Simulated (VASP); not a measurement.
A run of VASP 6.6.1:

Contents of INCAR:

```
SYSTEM = CdS
ALGO = Normal ; EDIFF = 1E-6
ENCUT = 520 ; GGA = PS
ISIF = 2 ; ISMEAR = 0
LASPH = .TRUE. ; LCHARG = .FALSE.
LREAL = .FALSE. ; LWAVE = .FALSE.
NBANDS = 16 ; NELM = 100
PREC = Accurate ; SIGMA = 0.05
```

KPOINTS

```
k-points
0
G
  8 8 8
  0 0 0
```

POSCAR

```
CdS
1.0
    0.0000000000      2.9314559211      2.9314559211
    2.9314559211      0.0000000000      2.9314559211
    2.9314559211      2.9314559211      0.0000000000
Cd S
1 1
Direct
    0.0000000000      0.0000000000      0.0000000000
    0.7500000000      0.7500000000      0.7500000000
```

Potentials or basis: VASP PAW PBE potentials, release 64 (Cd, S).

The run is started by

```console
$ cat potpaw_PBE.64/Cd/POTCAR potpaw_PBE.64/S/POTCAR > POTCAR
$ mpirun -np 1 vasp_std > vasp.out
```

Hardware: 1 thread of AMD EPYC 7R43 64-Core Processor (Zen 3), with other jobs on the host.

Task: How long does it take, and how much memory?

Result: Run time: 21 s on 1 thread of AMD EPYC 7R43 64-Core Processor (Zen 3), on a shared host, peak memory 0.15 GiB. Counts: scf iterations 13, k points 29.
